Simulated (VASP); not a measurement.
Write the native input for VASP 6.6.1 that does the following.

| Property | Result |
| --- | --- |
| Task | single point |
| Functional | PBE |
| Dispersion | D3(BJ) |
| Potentials or basis | VASP PAW PBE potentials, release 64 (Zn, Pb_d, N) |
| Cutoff | 520 eV |
| k mesh | 9 × 9 × 4 |
| Occupations | gaussian, width 0.05 eV |
| Spin | no spin polarisation |
| Dipole correction | no |
| Further INCAR settings | ALGO = Normal; EDIFF = 1e-07; NBANDS = 33 |

The structure of ZnPb2N2 lies in POSCAR:

```
ZnPb2N2
1.0
    3.7771835259      0.0000000000      0.0000000000
   -1.8885917630      3.2711368882      0.0000000000
    0.0000000000      0.0000000000      8.7660726075
Zn Pb N
1 2 2
Direct
    0.0000000000      0.0000000000      0.5000000000
    0.6666666667      0.3333333333      0.1869330000
    0.3333333333      0.6666666667      0.8130670000
    0.0000000000      0.0000000000      0.6983190000
    0.0000000000      0.0000000000      0.3016810000
```

This cell differs from its parent crystal: ratio of the length along z to the lengths across it x 0.92, volume and fractional coordinates fixed.

One way to write it, as run:

INCAR

```
ALGO = Normal ; EDIFF = 1E-7
ENCUT = 520 ; GGA = PE
ISIF = 2 ; ISMEAR = 0
IVDW = 12 ; LASPH = True
LCHARG = False ; LREAL = False
LWAVE = False ; NBANDS = 33
NELM = 60 ; PREC = Accurate
SIGMA = 0.05
```

KPOINTS

```
k-points
0
Gamma
  9 9 4
```

Potentials or basis: VASP PAW PBE potentials, release 64 (Zn, Pb_d, N).

Launch:

```bash
$ cat potpaw_PBE.64/Zn/POTCAR potpaw_PBE.64/Pb_d/POTCAR potpaw_PBE.64/N/POTCAR > POTCAR
$ mpirun -np 1 vasp_std > vasp.out
```

It gave:

- Pressure: 0.9 GPa
- Largest force: 2.061 eV/Å
- Band gap on the k mesh: 0.49 eV (least direct gap 1.28 eV)
- Dispersion energy per atom: -0.246 eV

Caveat: spin-orbit coupling is left out, which moves the levels of the heavy elements; an odd mesh through Γ misses points on the zone boundary, where band edges can lie; forces of over 1 eV/Å act on the atoms, so gaps and moduli don't describe the material at rest.

It took 3 min on 1 thread of Intel(R) Xeon(R) Platinum 8259CL CPU @ 2.50GHz (Skylake/Cascade Lake) (shared host), peak memory 0.32 GiB.
